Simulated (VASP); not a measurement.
Input of a VASP 6.6.1 run:

File INCAR:

```
SYSTEM = GaN
PREC = Accurate
ENCUT = 520
EDIFF = 1E-7
ISMEAR = -1
SIGMA = 0.02
LREAL = .False.
LASPH = .True.
NELM = 100
ALGO = Normal
ISIF = 2
LWAVE = .False.
LCHARG = .False.
GGA = PS
NBANDS = 16
```

File KPOINTS:

```
Automatic mesh
0
Gamma
  13 13 13
  0 0 0
```

Contents of POSCAR:

```
GaN
1.0
    0.0000000000      2.0522750000      1.9925000000
    2.0522750000      0.0000000000      1.9925000000
    2.0522750000      2.0522750000      0.0000000000
Ga N
1 1
Direct
    0.5000000000      0.5000000000      0.5000000000
    0.0000000000      0.0000000000      0.0000000000
```

Potentials or basis: VASP PAW PBE potentials, release 64 (Ga_d, N).

The run is started by

```console
$ cat potpaw_PBE.64/Ga_d/POTCAR potpaw_PBE.64/N/POTCAR > POTCAR
$ mpirun -np 1 vasp_std > vasp.out
```

Estimate the pressure.

34.9 GPa.

Estimate the band gap on the k mesh.

1.16 eV, indirect (least direct gap 4.25 eV).

Stress tensor (GPa, compression positive):
```
31.14  0.00  0.00
 0.00 31.14  0.00
 0.00  0.00 42.28
```

Caveat: the cell differs from its parent crystal (equal xx and yy strain of +3 %); the PAW data sets were made with another functional, which shifts forces and pressure a little. A k mesh can miss the band edges.
